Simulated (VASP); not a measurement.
# HfN (P4/nmm) in VASP: notebook

Runs on HfN. Level: PBE. Tasks: single point.

Everything below comes from runs of VASP 6.6.1. Logs are shortened: lines on timing, memory, paths and dates and some standing lists are left out, and cuts for length are marked.

### Step 1. The cell of the first run

The structure is tetragonal, space group P4/nmm (No. 129). Conventional cell: a = 3.838 Å, b = 3.838 Å, c = 4.597 Å, α = 90.00°, β = 90.00°, γ = 90.00°. Hf (site symmetry 4mm) has 4 N at 2.10 Å within 2.8 Å. N (site symmetry -4m2) has 4 Hf at 2.10 Å and 4 N at 2.71 Å within 2.8 Å.

### Step 2. Single point, PBE (volume scaled by 0.945)

Contents of INCAR:

```
SYSTEM = HfN
ALGO = Normal
EDIFF = 1E-6
ENCUT = 520
GGA = PE
ISIF = 2
ISMEAR = 0
LASPH = .True.
LCHARG = .False.
LREAL = .False.
LWAVE = .False.
NBANDS = 23
NELM = 80
PREC = Accurate
SIGMA = 0.05
```

Contents of KPOINTS:

```
k-points
0
Gamma
  10 10 8
  0 0 0
```

Contents of POSCAR:

```
HfN
1.0
    3.8383670398      0.0000000000      0.0000000000
    0.0000000000      3.8383670398      0.0000000000
    0.0000000000      0.0000000000      4.5970702687
Hf N
2 2
Direct
    0.5000000000      0.0000000000      0.1838154774
    0.0000000000      0.5000000000      0.8161845226
    0.0000000000      0.0000000000      0.0000000000
    0.5000000000      0.5000000000      0.0000000000
```

Potentials or basis: VASP PAW PBE potentials, release 64 (Hf_pv, N).

On the command line:

```console
cat potpaw_PBE.64/Hf_pv/POTCAR potpaw_PBE.64/N/POTCAR > POTCAR
mpirun -np 1 vasp_std > vasp.out
```

OUTCAR:

```text
SYSTEM = HfN
   EDIFF = 1E-6
   ENCUT = 520
   GGA = PE
   ISIF = 2
   ISMEAR = 0
   LASPH = .True.
   LREAL = .False.
   NELM = 80
   PREC = Accurate

 ion  position               nearest neighbor table
   1  0.500  0.000  0.184-   3 2.10   4 2.10   4 2.10   3 2.10   2 3.20   2 3.20   2 3.20   2 3.20

   2  0.000  0.500  0.816-   3 2.10   4 2.10   3 2.10   4 2.10   1 3.20   1 3.20   1 3.20   1 3.20

   3  0.000  0.000  0.000-   1 2.10   2 2.10   2 2.10   1 2.10
   4  0.500  0.500  0.000-   1 2.10   2 2.10   1 2.10   2 2.10

  LATTYP: Found a simple tetragonal cell.
 ALAT       =     3.8383670398
 C/A-ratio  =     1.1976630221

  Lattice vectors:

 A1 = (   3.8383670398,   0.0000000000,   0.0000000000)
 A2 = (   0.0000000000,   3.8383670398,   0.0000000000)
 A3 = (   0.0000000000,   0.0000000000,   4.5970702687)

Analysis of symmetry for initial positions (statically):
=====================================================================
 Subroutine PRICEL returns:
 Original cell was already a primitive cell.

 Routine SETGRP: Setting up the symmetry group for a
 simple tetragonal supercell.

 Subroutine GETGRP returns: Found 16 space group operations
 (whereof  8 operations were pure point group operations)
 out of a pool of 16 trial point group operations.

The static configuration has the point symmetry D_2d.
 The point group associated with its full space group is D_4h.

Analysis of symmetry for dynamics (positions and initial velocities):
=====================================================================
 Subroutine PRICEL returns:
 Original cell was already a primitive cell.

 Routine SETGRP: Setting up the symmetry group for a
 simple tetragonal supercell.

 Subroutine GETGRP returns: Found 16 space group operations
 (whereof  8 operations were pure point group operations)
 out of a pool of 16 trial point group operations.

The dynamic configuration has the point symmetry D_2d.
 The point group associated with its full space group is D_4h.

 Subroutine INISYM returns: Found 16 space group operations
 (whereof  8 operations are pure point group operations),
 and found     1 'primitive' translations

----------------------------------------------------------------------------------------

                                     Primitive cell

  volume of cell :      67.7289

  direct lattice vectors                    reciprocal lattice vectors
[... 86 lines left out ...]
   LNONCOLLINEAR =      F non collinear calculations
   LSORBIT =      F    spin-orbit coupling
   LASPH  =      T    aspherical Exc in radial PAW
   ENCUT  =  520.0 eV  38.22 Ry    6.18 a.u.   7.14  7.14  8.55*2*pi/ulx,y,z
   NELM   =     80;   NELMIN=  2; NELMDL= -5     # of ELM steps
   EDIFF  = 0.1E-05   stopping-criterion for ELM
   LREAL  =      F    real-space projection
   EDIFFG = 0.1E-04   stopping-criterion for IOM
   NSW    =      0    number of steps for IOM
   IBRION =     -1    ionic relax: 0-MD 1-quasi-New 2-CG
   NFREE  =      0    steps in history (QN), initial steepest desc. (CG)
   ISIF   =      2    stress and relaxation
   ISYM   =      2    0-nonsym 1-usesym 2-fastsym
   POTIM  = 0.5000    time-step for ionic-motion
   TEBEG  =    0.0;   TEEND  =   0.0 temperature during run
   PSTRESS=    0.0 pullay stress
   NELECT =      30.0000    total number of electrons
   NUPDOWN=      -1.0000    fix difference up-down
   EMIN   =  10.00;   EMAX   =-10.00  energy-range for DOS
   EFERMI =   0.00;   METHOD = LEGACY
   ISMEAR =     0;   SIGMA  =   0.05  broadening in eV -4-tet -1-fermi 0-gaus
   EFERMI_NEDOS =   21; number of points for ismear=-14 and -15
   IALGO  =     38    algorithm
   IMIX   =      4    mixing-type and parameters
     AMIX     =   0.40;   BMIX     =  1.00
     AMIX_MAG =   1.60;   BMIX_MAG =  1.00
  volume/ion in A,a.u.               =      16.93       114.26
  Fermi-wavevector in a.u.,A,eV,Ry     =   1.247931  2.358247 21.188781  1.557332
  Thomas-Fermi vector in A             =   2.382041
   LORBIT       =      0    0 simple, 1 ext, 2 COOP (PROOUT), +10 PAW based schemes
   GGA     = PE    functional components
   LHFCALC =     F    Hartree Fock is set to
   AEXX    =    0.0000 exact exchange contribution
   IVDW    =     0    specifies the selected vdW correction
   LEPSILON=     F    determine dielectric tensor
   LRPA    =     F    only Hartree local field effects (RPA)
 non-spin polarized calculation
 Gauss-broadening in eV      SIGMA  =   0.05
  energy-cutoff  :      520.00
  volume of cell :       67.73
 maximum number of plane-waves:      1840
 NGX is ok and might be reduce to    30
   NGX = 15   NGY = 15   NGZ = 17

 number of electron      30.0000006 magnetization

 Free energy of the ion-electron system (eV)
  ---------------------------------------------------
  ext. energy  EPLUGINS =         0.00000000
  ---------------------------------------------------
  free energy    TOTEN  =       -41.19759325 eV

  energy without entropy =      -41.19440152  energy(sigma->0) =      -41.19599738

 E-fermi :   4.3221     XC(G=0): -10.4419

 val. band max:        4.3189508994   @ k =   0.4000   0.2000   0.1250
 cond. band min:       4.3242698852   @ k =   0.3000   0.3000   0.3750
 fundamental gap:      0.0053189858
 Fermi energy:         4.3221343751

 k-point     1 :       0.0000    0.0000    0.0000
  band No.  band energies     occupation
      1     -27.1143      2.00000
      2     -27.0225      2.00000
      3     -27.0225      2.00000
      4     -26.8199      2.00000
      5     -26.7238      2.00000
      6     -26.7238      2.00000
[... 613 lines left out ...]
     22       9.2488      0.00000
     23      10.1091      0.00000

 [... further k-points ...]
[... 5 lines left out ...]
  --------------------------------------------------------------------------------------
  -------------------------------------------------------------------------------------
  Total        0.9050565      0.9050565      1.2515812      0.0000000      0.0000000     -0.0000000
  in kB       21.4097761     21.4097761     29.6070717      0.0000000      0.0000000     -0.0000000
  external PRESSURE =      24.1422080 kB  Pullay stress =       0.0000000 kB

 VOLUME and BASIS-vectors are now :
 -----------------------------------------------------------------------------
  energy-cutoff  :      520.00
  volume of cell :       67.73
      direct lattice vectors                 reciprocal lattice vectors
     3.838367040  0.000000000  0.000000000     0.260527456  0.000000000  0.000000000
     0.000000000  3.838367040  0.000000000     0.000000000  0.260527456  0.000000000
     0.000000000  0.000000000  4.597070269     0.000000000  0.000000000  0.217529849

 POSITION                                       TOTAL-FORCE (eV/Angst)
 -----------------------------------------------------------------------------------
      1.91918      0.00000      0.84501        -0.000000      0.000000     -0.177292
      0.00000      1.91918      3.75206         0.000000      0.000000      0.177292
      0.00000      0.00000      0.00000        -0.000000     -0.000000      0.000000
      1.91918      1.91918      0.00000        -0.000000      0.000000      0.000000
 -----------------------------------------------------------------------------------
    total drift:                                0.000000      0.000000     -0.000000

  FREE ENERGIE OF THE ION-ELECTRON SYSTEM (eV)
  ---------------------------------------------------
  free  energy   TOTEN  =       -41.1975932485 eV

  energy  without entropy=      -41.1944015183  energy(sigma->0) =      -41.19599738
```

Run time: 2 min. Hardware: 1 thread of Intel Xeon Platinum 8259CL at 2.50GHz (Skylake/Cascade Lake), shared host; peak memory 0.27 GiB.

Results:

* Free energy: -41.1976 eV
* Pressure: 2.4 GPa
* Largest force: 0.177 eV/Å
* Band gap on the k mesh: zero (band 15 reaches 5.30 eV, above the bottom of band 16 at 3.06 eV)

Forces on the atoms (eV/Å):
```
Hf   0.000  0.000 -0.177
Hf   0.000  0.000  0.177
N    0.000  0.000  0.000
N    0.000  0.000  0.000
```

Levels at points of the mesh, in eV from the Fermi level:
```tsv
k point	band 12	band 13	band 14	band 15	band 16	band 17	band 18	band 19
(0.00, 0.00, 0.00)	-4.32	-2.33	-2.31	-2.31	0.60	3.01	3.46	3.46
(0.50, 0.00, 0.00)	-4.66	-3.64	-3.64	-1.26	-1.26	2.78	2.78	2.90
(0.50, 0.50, 0.00)	-3.47	-2.59	-2.59	-0.23	-0.23	0.23	0.23	3.59
(0.00, 0.00, 0.50)	-4.60	-2.54	-2.54	-0.90	0.81	3.13	3.70	3.70
(0.50, 0.00, 0.50)	-4.77	-4.13	-4.13	0.24	0.24	2.64	2.64	3.66
(0.50, 0.50, 0.50)	-3.46	-3.25	-3.25	0.98	0.98	1.14	1.14	2.18
```

Caveat: spin-orbit coupling is left out, which moves the levels of the heavy elements.

### Step 3. Single point, PBE (volume scaled by 0.960)

Contents of INCAR:

```
SYSTEM = HfN
PREC = Accurate
ENCUT = 520
EDIFF = 1E-6
ISMEAR = 0
SIGMA = 0.05
LREAL = .False.
LASPH = .True.
NELM = 100
ALGO = Normal
ISIF = 2
LWAVE = .False.
LCHARG = .True.
GGA = PE
LELF = .True.
LVHAR = .True.
NBANDS = 23
```

Contents of KPOINTS:

```
regular mesh
0
Gamma
  10 10 8
  0 0 0
```

Contents of POSCAR:

```
HfN
1.0
    3.8409395433      0.0000000000      0.0000000000
    0.0000000000      3.8409395433      0.0000000000
    0.0000000000      0.0000000000      4.6637861315
Hf N
2 2
Direct
    0.5000000000      0.0000000000      0.1820217864
    0.0000000000      0.5000000000      0.8179782136
    0.0000000000      0.0000000000      0.0000000000
    0.5000000000      0.5000000000      0.0000000000
```

Potentials or basis: VASP PAW PBE potentials, release 64 (Hf_pv, N).

On the command line:

```console
cat potpaw_PBE.64/Hf_pv/POTCAR potpaw_PBE.64/N/POTCAR > POTCAR
mpirun -np 1 vasp_std > vasp.out
```

It took 2.1 min on 1 thread of Intel Xeon Platinum 8259CL at 2.50GHz (Skylake/Cascade Lake), shared host; peak memory 0.27 GiB.

It converged, with:

```
Free energy            : -41.2169 eV
Pressure               : 1.4 GPa
Largest force          : 0.179 eV/Å
Band gap on the k mesh : zero (band 15 reaches 5.22 eV, above the bottom of band 16 at 2.97 eV)
```

Forces in eV/Å, atoms in the order of the input:
```
Hf   0.000  0.000 -0.179
Hf   0.000  0.000  0.179
N    0.000  0.000  0.000
N    0.000  0.000  0.000
```

Stress tensor (GPa, compression positive):
```
1.11 0.00 0.00
0.00 1.11 0.00
0.00 0.00 1.91
```

Levels at points of the mesh, in eV from the Fermi level:
| k point | band 12 | band 13 | band 14 | band 15 | band 16 | band 17 | band 18 | band 19 |
| --- | --- | --- | --- | --- | --- | --- | --- | --- |
| (0.00, 0.00, 0.00) | -4.33 | -2.33 | -2.31 | -2.31 | 0.62 | 3.02 | 3.51 | 3.51 |
| (0.50, 0.00, 0.00) | -4.66 | -3.64 | -3.64 | -1.23 | -1.23 | 2.80 | 2.80 | 2.90 |
| (0.50, 0.50, 0.00) | -3.45 | -2.59 | -2.59 | -0.18 | -0.18 | 0.27 | 0.27 | 3.50 |
| (0.00, 0.00, 0.50) | -4.57 | -2.52 | -2.52 | -0.98 | 0.81 | 3.09 | 3.73 | 3.73 |
| (0.50, 0.00, 0.50) | -4.76 | -4.09 | -4.09 | 0.21 | 0.21 | 2.55 | 2.55 | 3.62 |
| (0.50, 0.50, 0.50) | -3.44 | -3.20 | -3.20 | 1.01 | 1.01 | 1.13 | 1.13 | 2.12 |

Caveat: spin-orbit coupling is left out, which moves the levels of the heavy elements.
